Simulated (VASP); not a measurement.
Input of a VASP 6.6.1 run:

The input INCAR:

```
SYSTEM = ZnSe
PREC     = Accurate       ! precision mode
ENCUT    = 520            ! plane-wave cutoff, eV
EDIFF    = 1E-7           ! SCF threshold, eV
ISMEAR   = 0              ! smearing method
SIGMA    = 0.05           ! smearing width, eV
LREAL    = .False.        ! projectors in reciprocal space
LASPH    = .True.         ! aspherical terms in the spheres
NELM     = 80             ! most SCF steps
ALGO     = Normal         ! electronic algorithm
ISIF     = 2              ! what is computed and relaxed
LWAVE    = .False.        ! write WAVECAR
LCHARG   = .False.        ! write CHGCAR
GGA      = PE             ! functional
NBANDS   = 16             ! bands
```

Contents of KPOINTS:

```
regular mesh
0
Gamma
  10 10 10
  0 0 0
```

File POSCAR:

```
ZnSe
1.0
    0.0000000000      2.9964572978      2.7650247280
    2.7650247280      0.0000000000      2.7650247280
    2.7650247280      2.9964572978      0.0000000000
Zn Se
1 1
Direct
    0.0000000000      0.0000000000      0.0000000000
    0.7500000000      0.7500000000      0.7500000000
```

Potentials or basis: VASP PAW PBE potentials, release 64 (Zn, Se).

Run with:

```bash
$ cat potpaw_PBE.64/Zn/POTCAR potpaw_PBE.64/Se/POTCAR > POTCAR
$ mpirun -np 1 vasp_std > vasp.out
```

Question: Estimate the pressure.

Answer: 1.8 GPa.

Question: Estimate the band gap on the k mesh.

Answer: 1.12 eV, direct.

Stress tensor (GPa, compression positive):
```
 2.84  0.00  0.00
 0.00 -0.32  0.00
 0.00  0.00  2.84
```
